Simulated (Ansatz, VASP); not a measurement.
One calculation of Ir2C3, two programs

Contents of INCAR:

```
SYSTEM = Ir2C3
  PREC = Accurate
  ENCUT = 600
  EDIFF = 1E-6
  ISMEAR = 0
  SIGMA = 0.1
  LREAL = .False.
  LASPH = .True.
  NELM = 120
  ALGO = Normal
  ISIF = 2
  LWAVE = .False.
  LCHARG = .False.
  GGA = PE
  NBANDS = 31
  GGA_COMPAT = .False.
```

Contents of KPOINTS:

```
regular mesh
0
Gamma
  6 6 6
  0 0 0
```

File POSCAR:

```
Ir2C3
1.0
   -2.3250075300      2.3250075300      2.5811360800
    2.3250075300     -2.3250075300      2.5811360800
    2.3250075300      2.3250075300     -2.5811360800
Ir C
2 3
Direct
    0.1879539200      0.1879539200      0.0000000000
    0.8120460800      0.8120460800      0.0000000000
    0.5000000000      0.0000000000      0.5000000000
    0.0000000000      0.5000000000      0.5000000000
    0.5000000000      0.5000000000      0.0000000000
```

Input for Ansatz:

```yaml
crystal:
  lattice:
    - [-2.32500753, 2.32500753, 2.58113608]
    - [2.32500753, -2.32500753, 2.58113608]
    - [2.32500753, 2.32500753, -2.58113608]
  atoms:
    - { symbol: Ir, position: [0.18795392, 0.18795392, 0.0] }
    - { symbol: Ir, position: [0.81204608, 0.81204608, 0.0] }
    - { symbol: C, position: [0.5, 0.0, 0.5] }
    - { symbol: C, position: [0.0, 0.5, 0.5] }
    - { symbol: C, position: [0.5, 0.5, 0.0] }
basis:
  ecutwfc: 420
kpoints:
  mp_grid: { grid: [6, 6, 6] }
hamiltonian:
  xc: pbe
scf:
  occupations: { method: gaussian, width: 0.1 }
  lower_state_search: "off"
output:
  forces: true
  stress: true
  eigenvalues: true
```

Alike in both runs: task single point; functional PBE; k mesh 6 × 6 × 6; occupations gaussian, width 0.1 eV; no spin polarisation.

|  | VASP | Ansatz |
| --- | --- | --- |
| version | VASP 6.6.1 | Ansatz 0.2.0 |
| potentials or method | VASP PAW PBE potentials, release 64 (Ir_sv_GW, C), cutoff 600 eV | scalar-relativistic, plane waves, PAW |
| valence electrons in the cell | 46 | 46 |

Ansatz gave:

| Quantity | Value |
| --- | --- |
| gap on the k mesh at the Fermi level (eV) | none |
| rms of the force components (eV/Å) | 4.260 |

Task: Which values does VASP return?

Result: gap on the k mesh at the Fermi level (eV): none; rms of the force components (eV/Å): 4.340.

Atom by atom the forces differ by 0.081 eV/Å (rms over components). A gap of «none» marks a metal or a gap that the smearing closes. The functional is the same, so the differences come from potentials, cutoffs and numerics.

Spin-orbit coupling is off throughout.
